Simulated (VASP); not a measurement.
Here is a VASP 6.6.1 calculation.

Contents of POSCAR:

```
SrCl2
1.0
    3.3412731466      3.3412731466      0.0000000000
   -3.3412731466      3.3412731466      0.0000000000
    0.0000000000      3.3412731466      3.3412731466
Sr Cl
1 2
Direct
    0.0000000000      0.0000000000      0.0000000000
    0.2500000000      0.7500000000      0.5000000000
    0.7500000000      0.2500000000      0.5000000000
```

Contents of INCAR.step1:

```
SYSTEM = SrCl2
PREC = Accurate ; ENCUT = 520
ISMEAR = 0 ; SIGMA = 0.01
LREAL = .False. ; LASPH = .True.
NELM = 60 ; NBANDS = 19
GGA = PE ; ALGO = Normal
EDIFF = 1E-4 ; LWAVE = .True.
LCHARG = .False.
```

The input INCAR.step2:

```
SYSTEM = SrCl2
PREC = Accurate ; ENCUT = 520
EDIFF = 1E-6 ; ISMEAR = 0
SIGMA = 0.01 ; LREAL = .False.
LASPH = .True. ; NELM = 60
ALGO = Normal ; ISIF = 2
LWAVE = .False. ; LCHARG = .False.
METAGGA = R2SCAN ; LMIXTAU = .True.
NBANDS = 19 ; ISTART = 1
```

KPOINTS

```
Automatic mesh
0
Gamma
  6 6 6
  0 0 0
```

Potentials or basis: VASP PAW PBE potentials, release 64 (Sr_sv, Cl).

Launch:

```bash
$ cat potpaw_PBE.64/Sr_sv/POTCAR potpaw_PBE.64/Cl/POTCAR > POTCAR
$ cp INCAR.step1 INCAR
$ mpirun -np 1 vasp_std > vasp.out
$ cp INCAR.step2 INCAR
$ mpirun -np 1 vasp_std > vasp.out
```

Question: Predict the band gap on the k mesh.

Answer: 5.88 eV.

Question: Estimate the pressure.

Answer: 7.1 GPa.

Caveat: the cell stands under pressure; the PAW data sets were made with another functional, which shifts forces and pressure a little. A k mesh can miss the band edges.
